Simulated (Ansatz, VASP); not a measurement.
**Se in VASP and in Ansatz**

```
Se
1.0
     4.51687    0.00000    0.00000
    -2.25843    3.91172    0.00000
     0.00000    0.00000    5.04605
Se
3
Direct
  0.21905 0.00000 0.33333
  0.00000 0.21905 0.66667
  0.78095 0.78095 0.00000
```

Alike in both runs: functional PBE; k mesh 7 × 7 × 6; occupations fermi-dirac, width 0.01 eV; no spin polarisation.

Ansatz relaxed the structure, and its values are those at the end. VASP's run is a single point on that final structure, the one shown.

```csv
,VASP,Ansatz
version,VASP 6.6.1,Ansatz 0.2.0
potentials or method,"VASP PAW PBE potentials, release 64 (Se), cutoff 520 eV",plane-wave PAW DFT
valence electrons in the cell,18,48
```

Ansatz gave:

* pressure (GPa): 0.0
* rms of the force components (eV/Å): 0.000

Task: What did VASP give for the same quantities?

Result: Pressure (GPa): 0.1; rms of the force components (eV/Å): 0.015.

The functional is the same, so the differences come from potentials, cutoffs and numerics. VASP's potentials hold 18 valence electrons a cell and Ansatz's 48, so a difference there can come from the potentials and not from the codes.
